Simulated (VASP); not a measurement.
# Li4BeP2 (P6/mmm) in VASP: further runs

Li4BeP2 is run at these levels: PBE; tasks: single point, relaxation of cell and atoms.

All numbers are computed with VASP 6.6.1; they aren't measurements. Logs are shortened: lines on timing, memory, paths and dates and some standing lists are left out, and cuts for length are marked.

### Step 1. The cell of the first run

The structure is hexagonal, space group P6/mmm (No. 191). Conventional cell: a = 5.123 Å, b = 5.123 Å, c = 4.319 Å, α = 90.00°, β = 90.00°, γ = 120.00°. Li (site symmetry mmm) has 8 Li at 2.56 to 3.35 Å and 2 Be at 2.56 Å and 4 P at 2.62 Å within 3.4 Å. Li (site symmetry 6/mmm) has 2 Be at 2.16 Å within 2.9 Å. Within 2.9 Å of Be (site symmetry 6/mmm) lie 8 Li at 2.16 to 2.56 Å. Within 3.5 Å of P (site symmetry -6m2) lie 9 Li at 2.62 to 2.96 Å and 3 P at 2.96 Å.

### Step 2. Single point, PBE

INCAR reads:

```
SYSTEM = Li4BeP2
PREC     = Accurate       ! precision mode
ENCUT    = 520            ! plane-wave cutoff, eV
EDIFF    = 1E-7           ! SCF threshold, eV
ISMEAR   = 0              ! smearing method
SIGMA    = 0.1            ! smearing width, eV
LREAL    = .FALSE.        ! projectors in reciprocal space
LASPH    = .TRUE.         ! aspherical terms in the spheres
NELM     = 100            ! most SCF steps
ALGO     = Normal         ! electronic algorithm
ISIF     = 2              ! what is computed and relaxed
LWAVE    = .FALSE.        ! write WAVECAR
LCHARG   = .FALSE.        ! write CHGCAR
GGA      = PE             ! functional
NBANDS   = 21             ! bands
```

KPOINTS reads:

```
Automatic mesh
0
G
  12 12 10
  0 0 0
```

POSCAR reads:

```
Li4BeP2
1.0
    5.1232738329      0.0000000000      0.0000000000
   -2.5616369165      4.4368852898      0.0000000000
    0.0000000000      0.0000000000      4.3191845975
Li Be P
4 1 2
Direct
    0.5000000000      0.0000000000      0.5000000000
    0.0000000000      0.5000000000      0.5000000000
    0.5000000000      0.5000000000      0.5000000000
    0.0000000000      0.0000000000      0.0000000000
    0.0000000000      0.0000000000      0.5000000000
    0.3333333333      0.6666666667      0.0000000000
    0.6666666667      0.3333333333      0.0000000000
```

Potentials or basis: VASP PAW PBE potentials, release 64 (Li_sv, Be, P).

Started as:

```sh
cat potpaw_PBE.64/Li_sv/POTCAR potpaw_PBE.64/Be/POTCAR potpaw_PBE.64/P/POTCAR > POTCAR
mpirun -np 1 vasp_std > vasp.out
```

OUTCAR:

```text
SYSTEM = Li4BeP2
   PREC = Accurate
   ENCUT = 520
   EDIFF = 1E-7
   ISMEAR = 0
   LREAL = .FALSE.
   LASPH = .TRUE.
   NELM = 100
   ISIF = 2
   GGA = PE

 ion  position               nearest neighbor table
   1  0.500  0.000  0.500-   2 2.56   2 2.56   3 2.56   3 2.56   6 2.62   7 2.62   6 2.62   7 2.62

   2  0.000  0.500  0.500-   1 2.56   1 2.56   3 2.56   3 2.56   6 2.62   7 2.62   6 2.62   7 2.62

   3  0.500  0.500  0.500-   1 2.56   1 2.56   2 2.56   2 2.56   6 2.62   7 2.62   6 2.62   7 2.62

   4  0.000  0.000  0.000-   5 2.16   5 2.16
   5  0.000  0.000  0.500-   4 2.16   4 2.16
   6  0.333  0.667  0.000-   1 2.62   1 2.62   2 2.62   2 2.62   3 2.62   3 2.62   7 2.96   7 2.96
                             7 2.96
   7  0.667  0.333  0.000-   1 2.62   1 2.62   2 2.62   2 2.62   3 2.62   3 2.62   6 2.96   6 2.96
                             6 2.96

  LATTYP: Found a hexagonal cell.
 ALAT       =     5.1232738329
 C/A-ratio  =     0.8430516772

  Lattice vectors:

 A1 = (   5.1232738329,   0.0000000000,   0.0000000000)
 A2 = (  -2.5616369165,   4.4368852898,   0.0000000000)
 A3 = (   0.0000000000,   0.0000000000,   4.3191845975)

Analysis of symmetry for initial positions (statically):
=====================================================================
 Subroutine PRICEL returns:
 Original cell was already a primitive cell.

 Routine SETGRP: Setting up the symmetry group for a
 hexagonal supercell.

 Subroutine GETGRP returns: Found 24 space group operations
 (whereof 24 operations were pure point group operations)
 out of a pool of 24 trial point group operations.

The static configuration has the point symmetry D_6h.

Analysis of symmetry for dynamics (positions and initial velocities):
=====================================================================
 Subroutine PRICEL returns:
 Original cell was already a primitive cell.

 Routine SETGRP: Setting up the symmetry group for a
 hexagonal supercell.

 Subroutine GETGRP returns: Found 24 space group operations
 (whereof 24 operations were pure point group operations)
 out of a pool of 24 trial point group operations.

The dynamic configuration has the point symmetry D_6h.

 Subroutine INISYM returns: Found 24 space group operations
 (whereof 24 operations are pure point group operations),
 and found     1 'primitive' translations

----------------------------------------------------------------------------------------

                                     Primitive cell

  volume of cell :      98.1810

  direct lattice vectors                    reciprocal lattice vectors
     5.123273833  0.000000000  0.000000000     0.195187693  0.112691667  0.000000000
    -2.561636916  4.436885290  0.000000000     0.000000000  0.225383334  0.000000000
     0.000000000  0.000000000  4.319184597     0.000000000  0.000000000  0.231525182

  length of vectors
     5.123273833  5.123273833  4.319184597     0.225383334  0.225383334  0.231525182

  position of ions in fractional coordinates (direct lattice)
     0.500000000  0.000000000  0.500000000
     0.000000000  0.500000000  0.500000000
     0.500000000  0.500000000  0.500000000
     0.000000000  0.000000000  0.000000000
     0.000000000  0.000000000  0.500000000
     0.333333333  0.666666667  0.000000000
     0.666666667  0.333333333  0.000000000

  ion indices of the primitive-cell ions
   primitive index   ion index
                 1           1
                 2           2
                 3           3
                 4           4
                 5           5
                 6           6
                 7           7

----------------------------------------------------------------------------------------

 KPOINTS: Automatic mesh

Automatic generation of k-mesh.
 Grid dimensions read from file:
 generate k-points for:   12   12   10

 Generating k-lattice:

  Cartesian coordinates                     Fractional coordinates (reciprocal lattice)
     0.016265641  0.009390972  0.000000000     0.083333333  0.000000000  0.000000000
     0.000000000  0.018781945  0.000000000     0.000000000  0.083333333  0.000000000
     0.000000000  0.000000000  0.023152518     0.000000000  0.000000000  0.100000000

  Length of vectors
     0.018781945  0.018781945  0.023152518

  Shift w.r.t. Gamma in fractional coordinates (k-lattice)
     0.000000000  0.000000000  0.000000000

 Subroutine IBZKPT returns following result:
 ===========================================

 Found    114 irreducible k-points:

 Following reciprocal coordinates:
            Coordinates               Weight
  0.000000  0.000000  0.000000      1.000000
  0.083333 -0.000000  0.000000      6.000000
  0.166667  0.000000  0.000000      6.000000
  0.250000  0.000000  0.000000      6.000000
  0.333333  0.000000  0.000000      6.000000
  0.416667  0.000000  0.000000      6.000000
[... 16 lines left out ...]
  0.250000  0.000000  0.100000     12.000000
  0.333333  0.000000  0.100000     12.000000
 [... further k-points ...]
   k-points           NKPTS =    114   k-points in BZ     NKDIM =    114   number of bands    NBANDS=     21
   number of dos      NEDOS =    301   number of ions     NIONS =      7
   total plane-waves  NPLWV =  51200
   dimension x,y,z NGX =    40 NGY =   40 NGZ =   32
   dimension x,y,z NGXF=    80 NGYF=   80 NGZF=   64
   ions per type =               4   1   2
   NGX,Y,Z   is equivalent  to a cutoff of  12.98, 12.98, 12.32 a.u.
   NGXF,Y,Z  is equivalent  to a cutoff of  25.96, 25.96, 24.63 a.u.
 SYSTEM =  Li4BeP2
   PREC   = accura    normal or accurate (medium, high low for compatibility)
   ISTART =      0    job   : 0-new  1-cont  2-samecut
   ICHARG =      2    charge: 1-file 2-atom 10-const
   ISPIN  =      1    spin polarized calculation?
   LNONCOLLINEAR =      F non collinear calculations
   LSORBIT =      F    spin-orbit coupling
   LASPH  =      T    aspherical Exc in radial PAW
   ENCUT  =  520.0 eV  38.22 Ry    6.18 a.u.   9.53  9.53  8.03*2*pi/ulx,y,z
   NELM   =    100;   NELMIN=  2; NELMDL= -5     # of ELM steps
   EDIFF  = 0.1E-06   stopping-criterion for ELM
   LREAL  =      F    real-space projection
   EDIFFG = 0.1E-05   stopping-criterion for IOM
   NSW    =      0    number of steps for IOM
   IBRION =     -1    ionic relax: 0-MD 1-quasi-New 2-CG
   NFREE  =      0    steps in history (QN), initial steepest desc. (CG)
   ISIF   =      2    stress and relaxation
   ISYM   =      2    0-nonsym 1-usesym 2-fastsym
   POTIM  = 0.5000    time-step for ionic-motion
   TEBEG  =    0.0;   TEEND  =   0.0 temperature during run
   PSTRESS=    0.0 pullay stress
   NELECT =      24.0000    total number of electrons
   NUPDOWN=      -1.0000    fix difference up-down
   EMIN   =  10.00;   EMAX   =-10.00  energy-range for DOS
   EFERMI =   0.00;   METHOD = LEGACY
   ISMEAR =     0;   SIGMA  =   0.10  broadening in eV -4-tet -1-fermi 0-gaus
   EFERMI_NEDOS =   21; number of points for ismear=-14 and -15
   IALGO  =     38    algorithm
   IMIX   =      4    mixing-type and parameters
     AMIX     =   0.40;   BMIX     =  1.00
     AMIX_MAG =   1.60;   BMIX_MAG =  1.00
  volume/ion in A,a.u.               =      14.03        94.65
  Fermi-wavevector in a.u.,A,eV,Ry     =   1.023614  1.934349 14.255979  1.047785
  Thomas-Fermi vector in A             =   2.157357
   LORBIT       =      0    0 simple, 1 ext, 2 COOP (PROOUT), +10 PAW based schemes
   GGA     = PE    functional components
   LHFCALC =     F    Hartree Fock is set to
   AEXX    =    0.0000 exact exchange contribution
   IVDW    =     0    specifies the selected vdW correction
   LEPSILON=     F    determine dielectric tensor
   LRPA    =     F    only Hartree local field effects (RPA)
 non-spin polarized calculation
 Gauss-broadening in eV      SIGMA  =   0.10
  energy-cutoff  :      520.00
  volume of cell :       98.18
 maximum number of plane-waves:      2692
 NGX is ok and might be reduce to    40
   NGX = 19   NGY = 19   NGZ = 17

 number of electron      23.9999973 magnetization

 Free energy of the ion-electron system (eV)
  ---------------------------------------------------
  ext. energy  EPLUGINS =         0.00000000
  ---------------------------------------------------
  free energy    TOTEN  =       -21.36758525 eV

  energy without entropy =      -21.35047809  energy(sigma->0) =      -21.35903167

 E-fermi :   3.9505     XC(G=0):  -9.2020

 val. band max:        3.9440918876   @ k =   0.2500   0.0833   0.5000
 cond. band min:       3.9507798056   @ k =   0.2500   0.0000   0.1000
 fundamental gap:      0.0066879180
 Fermi energy:         3.9505201457

 k-point     1 :       0.0000    0.0000    0.0000
  band No.  band energies     occupation
      1     -42.1720      2.00000
      2     -41.8308      2.00000
      3     -41.7690      2.00000
      4     -41.7690      2.00000
      5      -7.2668      2.00000
      6      -4.0894      2.00000
[... 13 lines left out ...]
     20       9.4928      0.00000
     21      11.9003      0.00000

 k-point     2 :       0.0833   -0.0000    0.0000
  band No.  band energies     occupation
      1     -42.1719      2.00000
      2     -41.8299      2.00000
      3     -41.7698      2.00000
      4     -41.7689      2.00000
      5      -7.2342      2.00000
      6      -4.1722      2.00000
[... 13 lines left out ...]
     20       9.5247      0.00000
     21      12.0983      0.00000

 k-point     3 :       0.1667    0.0000    0.0000
  band No.  band energies     occupation
      1     -42.1719      2.00000
      2     -41.8272      2.00000
      3     -41.7726      2.00000
      4     -41.7689      2.00000
      5      -7.1380      2.00000
      6      -4.3992      2.00000
[... 13 lines left out ...]
     20       9.7102      0.00000
     21      11.9403      0.00000

 k-point     4 :       0.2500    0.0000    0.0000
  band No.  band energies     occupation
      1     -42.1719      2.00000
      2     -41.8230      2.00000
      3     -41.7768      2.00000
      4     -41.7689      2.00000
      5      -6.9832      2.00000
      6      -4.7197      2.00000
[... 13 lines left out ...]
     20      10.1261      0.00000
     21      11.4288      0.00000

 k-point     5 :       0.3333    0.0000    0.0000
  band No.  band energies     occupation
      1     -42.1719      2.00000
      2     -41.8177      2.00000
      3     -41.7820      2.00000
      4     -41.7689      2.00000
      5      -6.7829      2.00000
      6      -5.0736      2.00000
[... 13 lines left out ...]
     20      10.7440      0.00000
     21      10.9599      0.00000
[... 382 lines left out ...]
     20       9.4859      0.00000
     21      11.7065      0.00000

 k-point    22 :       0.1667    0.0000    0.1000
  band No.  band energies     occupation
      1     -42.1719      2.00000
      2     -41.8272      2.00000
      3     -41.7726      2.00000
      4     -41.7689      2.00000
      5      -7.1253      2.00000
      6      -4.3717      2.00000
[... 13 lines left out ...]
     20       9.7249      0.00000
     21      11.6128      0.00000

 k-point    23 :       0.2500    0.0000    0.1000
  band No.  band energies     occupation
      1     -42.1719      2.00000
      2     -41.8229      2.00000
      3     -41.7768      2.00000
      4     -41.7689      2.00000
      5      -6.9703      2.00000
      6      -4.6953      2.00000
[... 13 lines left out ...]
     20      10.1004      0.00000
     21      11.3443      0.00000

 k-point    24 :       0.3333    0.0000    0.1000
  band No.  band energies     occupation
      1     -42.1719      2.00000
      2     -41.8177      2.00000
      3     -41.7820      2.00000
      4     -41.7689      2.00000
      5      -6.7695      2.00000
      6      -5.0518      2.00000
[... 13 lines left out ...]
     20      10.5564      0.00000
     21      11.0638      0.00000

 [... further k-points ...]
[... 5 lines left out ...]
  --------------------------------------------------------------------------------------
  -------------------------------------------------------------------------------------
  Total       -0.0467875     -0.0467875     -0.0095268      0.0000000     -0.0000000     -0.0000000
  in kB       -0.7635074     -0.7635074     -0.1554635      0.0000000     -0.0000000     -0.0000000
  external PRESSURE =      -0.5608261 kB  Pullay stress =       0.0000000 kB

 VOLUME and BASIS-vectors are now :
 -----------------------------------------------------------------------------
  energy-cutoff  :      520.00
  volume of cell :       98.18
      direct lattice vectors                 reciprocal lattice vectors
     5.123273833  0.000000000  0.000000000     0.195187693  0.112691667  0.000000000
    -2.561636916  4.436885290  0.000000000     0.000000000  0.225383334  0.000000000
     0.000000000  0.000000000  4.319184597     0.000000000  0.000000000  0.231525182

 POSITION                                       TOTAL-FORCE (eV/Angst)
 -----------------------------------------------------------------------------------
      2.56164      0.00000      2.15959         0.000000      0.000000     -0.000000
     -1.28082      2.21844      2.15959         0.000000      0.000000     -0.000000
      1.28082      2.21844      2.15959         0.000000      0.000000     -0.000000
      0.00000      0.00000      0.00000         0.000000      0.000000     -0.000000
      0.00000      0.00000      2.15959         0.000000      0.000000     -0.000000
     -0.00000      2.95792      0.00000         0.000000      0.000000     -0.000000
      2.56164      1.47896      0.00000        -0.000000      0.000000      0.000000
 -----------------------------------------------------------------------------------
    total drift:                               -0.000000      0.000000      0.000000

  FREE ENERGIE OF THE ION-ELECTRON SYSTEM (eV)
  ---------------------------------------------------
  free  energy   TOTEN  =       -21.3675852512 eV

  energy  without entropy=      -21.3504780880  energy(sigma->0) =      -21.35903167
```

It took 71 s on 1 thread of Intel Xeon 6975P-C (Granite Rapids), shared host; peak memory 0.35 GiB.

Results:

| Quantity | Value |
| --- | --- |
| Free energy | -21.3676 eV |
| Band gap on the k mesh | zero (band 12 reaches 4.61 eV, above the bottom of band 13 at 2.97 eV) |

Levels at points of the mesh, in eV from the Fermi level:
| k point | band 10 | band 11 | band 12 | band 13 | band 14 | band 15 |
| --- | --- | --- | --- | --- | --- | --- |
| (0.00, 0.00, 0.00) | -2.56 | -2.10 | -2.10 | 0.20 | 1.85 | 2.93 |
| (0.50, 0.00, 0.00) | -1.47 | -0.37 | 0.17 | 0.92 | 0.96 | 1.24 |
| (0.00, 0.00, 0.50) | -2.24 | -0.54 | -0.54 | -0.42 | -0.11 | -0.11 |
| (0.50, 0.00, 0.50) | -2.84 | -2.25 | -0.14 | 0.83 | 1.90 | 2.27 |

Caveat: the cutoff is under 1.25 times the usual one of these potentials, so pressure, stress and relaxed cells hold a basis-set (Pulay) error.

(Part 1 of 2 ends here.)
